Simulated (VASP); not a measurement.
Write the native input for VASP 6.6.1 that does the following.

- Task: single point
- Functional: HSE06
- Potentials or basis: VASP PAW PBE potentials, release 64 (Mg, S)
- Cutoff: 520 eV
- k mesh: 6 × 6 × 6
- Occupations: gaussian, width 0.01 eV
- Spin: no spin polarisation
- Dipole correction: no
- Grid for exact exchange (PRECFOCK): Normal
- Further INCAR settings: ALGO = Normal; EDIFF = 1e-07; NBANDS = 11
- Screening parameter: 0.2079 1/Å

The system is MgS.

```
CELL_PARAMETERS angstrom
0.00000 2.88749 2.74847
2.88749 0.00000 2.74847
2.88749 2.88749 0.00000
ATOMIC_POSITIONS crystal
Mg 0.00000 0.00000 0.00000
S 0.25000 0.25000 0.25000
```

This cell differs from its parent crystal: epitaxial xy strain +2.0%.

The input as run:

POSCAR

```
MgS
1.0
    0.0000000000      2.8874943781      2.7484686699
    2.8874943781      0.0000000000      2.7484686699
    2.8874943781      2.8874943781      0.0000000000
Mg S
1 1
Direct
    0.0000000000      0.0000000000      0.0000000000
    0.2500000000      0.2500000000      0.2500000000
```

INCAR.step1

```
SYSTEM = MgS
  PREC = Accurate
  ENCUT = 520
  EDIFF = 1E-5
  ISMEAR = 0
  SIGMA = 0.01
  LREAL = .False.
  LASPH = .True.
  NELM = 100
  ALGO = Normal
  ISIF = 2
  LWAVE = .True.
  LCHARG = .False.
  GGA = PE
  NBANDS = 11
```

INCAR.step2

```
SYSTEM = MgS
  PREC = Accurate
  ENCUT = 520
  EDIFF = 1E-7
  ISMEAR = 0
  SIGMA = 0.01
  LREAL = .False.
  LASPH = .True.
  NELM = 100
  ALGO = Normal
  ISIF = 2
  LWAVE = .False.
  LCHARG = .False.
  GGA = PE
  LHFCALC = .True.
  HFSCREEN = 0.2079
  PRECFOCK = Normal
  ISTART = 1
  NBANDS = 11
```

KPOINTS

```
Automatic mesh
0
Gamma
  6 6 6
  0 0 0
```

Potentials or basis: VASP PAW PBE potentials, release 64 (Mg, S).

Launch:

```sh
$ cat potpaw_PBE.64/Mg/POTCAR potpaw_PBE.64/S/POTCAR > POTCAR
$ cp INCAR.step1 INCAR
$ mpirun -np 1 vasp_std > vasp.out
$ cp INCAR.step2 INCAR
$ mpirun -np 1 vasp_std > vasp.out
```

Results of the run:

```yaml
Pressure: -0.8 GPa
Band_gap_on_the_k_mesh: 4.37 eV, direct
```

Caveat: the cell differs from its parent crystal (epitaxial xy strain +2.0%); the PAW data sets were made with another functional, which shifts forces and pressure a little.

Run time: 13 min on 1 thread of Intel(R) Xeon(R) Platinum 8559C (Emerald Rapids), on a shared host, peak memory 0.29 GiB.
